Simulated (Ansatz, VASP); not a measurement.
BeS in VASP and in Ansatz

Contents of INCAR:

```
  ALGO = Normal
  EDIFF = 1E-7
  ENCUT = 520
  GGA = PE
  ISIF = 2
  ISMEAR = -1
  LASPH = T
  LCHARG = T
  LELF = T
  LREAL = F
  LVHAR = T
  LWAVE = F
  NBANDS = 11
  NELM = 80
  PREC = Accurate
  SIGMA = 0.02
```

KPOINTS

```
k-points
0
Gamma
  10 10 10
```

POSCAR

```
BeS
1.0
    0.0000000000      2.4343058979      2.4343058979
    2.4343058979      0.0000000000      2.4343058979
    2.4343058979      2.4343058979      0.0000000000
Be S
1 1
Direct
    0.0000000000      0.0000000000      0.0000000000
    0.7500000000      0.7500000000      0.7500000000
```

Input for Ansatz:

```yaml
crystal:
  lattice:
    - [0.0, 2.4343058979, 2.4343058979]
    - [2.4343058979, 0.0, 2.4343058979]
    - [2.4343058979, 2.4343058979, 0.0]
  atoms:
    - { symbol: Be, position: [0.0, 0.0, 0.0] }
    - { symbol: S, position: [0.75, 0.75, 0.75] }
kpoints:
  mp_grid: { grid: [10, 10, 10] }
  band_path:
    path:
      - [[0.0, 0.0, 0.0], [-0.5, -0.5, -6.174798126229e-34], [-0.375, -0.375, 0.25]]
      - [[-0.375, 4.970880402457e-18, 0.375], [0.0, 0.0, 0.0], [3.313920268304e-18, 3.313920268304e-18, 0.5], [-0.5, -0.25, 0.25], [-0.5, -0.5, -6.174798126229e-34]]
    npoints: 10
hamiltonian:
  xc: pbe
scf:
  occupations: { method: fermi_dirac, width: 0.02 }
  n_extra_bands: 4
output:
  forces: true
  stress: true
  eigenvalues: true
```

Alike in both runs: task single point; functional PBE; k mesh 10 × 10 × 10; occupations fermi-dirac, width 0.02 eV; no spin polarisation.

```csv
,VASP,Ansatz
version,VASP 6.6.1,Ansatz 0.2.0
potentials or method,"VASP PAW PBE potentials, release 64 (Be, S)","plane waves, PAW"
plane-wave cutoff (eV),520,420
valence electrons in the cell,8,8
```

|  | VASP | Ansatz | Ansatz less VASP |
| --- | --- | --- | --- |
| gap on the k mesh at the Fermi level (eV) | 3.14 | 3.14 | -0.001 |
| pressure (GPa) | 0.4 | 0.4 | -0.01 |
